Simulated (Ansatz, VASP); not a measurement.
One calculation of CsI, two programs

POSCAR

```
CsI
1.0
    4.6652120000      0.0000000000      0.0000000000
    0.0000000000      4.6652120000      0.0000000000
    0.0000000000      0.0000000000      4.6652120000
Cs I
1 1
Direct
    0.0000000000      0.0000000000      0.0000000000
    0.5000000000      0.5000000000      0.5000000000
```

INCAR.step1

```
SYSTEM = CsI
PREC = Accurate ; ENCUT = 440
ISMEAR = -1 ; SIGMA = 0.02
LREAL = .False. ; LASPH = .True.
NELM = 120 ; NBANDS = 15
GGA = PE ; ALGO = Normal
EDIFF = 1E-5 ; LWAVE = .True.
LCHARG = .False. ; GGA_COMPAT = .False.
```

The input INCAR.step2:

```
SYSTEM = CsI
PREC = Accurate ; ENCUT = 440
EDIFF = 1E-8 ; ISMEAR = -1
SIGMA = 0.02 ; LREAL = .False.
LASPH = .True. ; NELM = 120
ALGO = Normal ; ISIF = 2
LWAVE = .False. ; LCHARG = .False.
METAGGA = R2SCAN ; LMIXTAU = .True.
LEFG = .True. ; NBANDS = 15
ISTART = 1 ; GGA_COMPAT = .False.
```

File KPOINTS:

```
regular mesh
0
Gamma
  7 7 7
  0 0 0
```

Input for Ansatz:

```yaml
crystal:
  lattice:
    - [4.665212, 0.0, 0.0]
    - [0.0, 4.665212, 0.0]
    - [0.0, 0.0, 4.665212]
  atoms:
    - { symbol: Cs, position: [0.0, 0.0, 0.0] }
    - { symbol: I, position: [0.5, 0.5, 0.5] }
kpoints:
  mp_grid: { grid: [7, 7, 7] }
  band_path:
    path:
      - [0.0, 0.0, 0.0]
      - [0.0, 0.5, 0.0]
      - [0.5, 0.5, 0.0]
      - [0.0, 0.0, 0.0]
      - [0.5, 0.5, 0.5]
      - [0.0, 0.5, 0.0]
      - [0.5, 0.5, 0.5]
      - [0.5, 0.5, 0.0]
    npoints: 8
scf:
  occupations: { method: fermi_dirac, width: 0.02 }
hamiltonian:
  xc: r2scan
  pseudopotentials: { kind: all_electron, datasets: crystal }
output:
  forces: true
  stress: true
  eigenvalues: true
  efg: { contact_densities: true }
```

Alike in both runs: task electric field gradients; functional r2SCAN; k mesh 7 × 7 × 7; occupations fermi-dirac, width 0.02 eV; no spin polarisation.

|  | VASP | Ansatz |
| --- | --- | --- |
| version | VASP 6.6.1 | Ansatz 0.2.0 |
| potentials or method | VASP PAW PBE potentials, release 64 (Cs_sv, I), cutoff 440 eV | all-electron PAW with datasets made for the crystal, scalar-relativistic |

```csv
,VASP,Ansatz,Ansatz less VASP
gap on the k mesh at the Fermi level (eV),4.39,4.41,+0.016
pressure (GPa),-0.4,-0.4,-0.02
```

VASP's potentials were made for PBE, not for r2SCAN. Ansatz ran all-electron here, and VASP with PAW potentials.

Spin-orbit coupling is off throughout.
